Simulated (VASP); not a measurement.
A run of VASP 6.6.1 is set up as follows.

INCAR

```
SYSTEM = Sr
  PREC = Accurate
  ENCUT = 600
  EDIFF = 1E-6
  ISMEAR = 0
  SIGMA = 0.1
  LREAL = .FALSE.
  LASPH = .TRUE.
  NELM = 100
  ALGO = Normal
  ISIF = 3
  LWAVE = .FALSE.
  LCHARG = .FALSE.
  GGA = PE
  IBRION = 2
  NSW = 100
  EDIFFG = -0.005
```

Contents of KPOINTS:

```
Automatic mesh
0
G
  12 12 6
  0 0 0
```

POSCAR

```
Sr
1.0
    4.3100000000      0.0000000000      0.0000000000
   -2.1550000000      3.7325694903      0.0000000000
    0.0000000000      0.0000000000      7.0500000000
Sr
2
Direct
    0.3333333333      0.6666666667      0.2500000000
    0.6666666667      0.3333333333      0.7500000000
```

Potentials or basis: VASP PAW PBE potentials, release 64 (Sr_sv).

The run is started by

```sh
$ cat potpaw_PBE.64/Sr_sv/POTCAR > POTCAR
$ mpirun -np 1 vasp_std > vasp.out
```

(1) Predict the relaxed cell.

(2) Predict the relaxed volume.

## Answers

(1) a = 4.270 Å, b = 4.270 Å, c = 7.018 Å, α = 90.00°, β = 90.00°, γ = 120.00°.

(2) 55.42 Å³/atom.
